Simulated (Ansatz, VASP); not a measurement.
**C in VASP and in Ansatz**

INCAR

```
ALGO = Normal
EDIFF = 1E-6
ENCUT = 520
GGA = PE
ISIF = 2
ISMEAR = 0
IVDW = 12
LASPH = T
LCHARG = F
LREAL = F
LWAVE = F
NBANDS = 16
NELM = 60
PREC = Accurate
SIGMA = 0.15
```

File KPOINTS:

```
k-points
0
Gamma
  18 12 10
```

The input POSCAR:

```
C
1.0
   -2.4646600698      0.0000000000      0.0000000000
    0.0000000000      0.0000000000     -3.5719696368
    0.0000000000     -4.2689164642      0.0000000000
C
4
Direct
    0.5000000000      0.0000000000      0.1582336134
    0.0000000000      0.0000000000      0.6526115779
    0.0000000000      0.0000000000      0.3417663866
    0.5000000000      0.0000000000      0.8473884221
```

Input for Ansatz:

```yaml
crystal:
  lattice:
    - [-2.4646600698, 0.0, 0.0]
    - [0.0, 0.0, -3.5719696368]
    - [0.0, -4.2689164642, 0.0]
  atoms:
    - { symbol: C, position: [0.5, 0.0, 0.1582336134] }
    - { symbol: C, position: [0.0, 0.0, 0.6526115779] }
    - { symbol: C, position: [0.0, 0.0, 0.3417663866] }
    - { symbol: C, position: [0.5, 0.0, 0.8473884221] }
basis:
  ecutwfc: 520.0
kpoints:
  mp_grid: { grid: [18, 12, 10] }
hamiltonian:
  xc: pbe
  pseudopotentials: { kind: paw, azcp: { folder: soft_1 } }
  dispersion: d3bj
scf:
  occupations: { method: gaussian, width: 0.15 }
output:
  forces: true
  stress: true
  eigenvalues: true
```

Change from the starting cell: mode 8 frozen in at -0.012 Å and mode 12 at +0.048 Å (largest displacements).

Alike in both runs: task single point; functional PBE; dispersion D3(BJ); k mesh 18 × 12 × 10; occupations gaussian, width 0.15 eV; no spin polarisation.

|  | VASP | Ansatz |
| --- | --- | --- |
| version | VASP 6.6.1 | Ansatz 0.2.0 |
| potentials or method | VASP PAW PBE potentials, release 64 (C), cutoff 520 eV | scalar-relativistic, plane waves, PAW |
| valence electrons in the cell | 16 | 16 |

```csv
,VASP,Ansatz,Ansatz less VASP
gap on the k mesh at the Fermi level (eV),none,none,-
pressure (GPa),4.8,4.5,-0.35
"traceless stress, the component that is largest in VASP (GPa)",13.38,13.01,-0.371
rms of the force components (eV/Å),3.361,3.356,-0.0060
```

Atom by atom the forces differ by 0.006 eV/Å (rms over components). A gap of «none» marks a metal or a gap that the smearing closes.
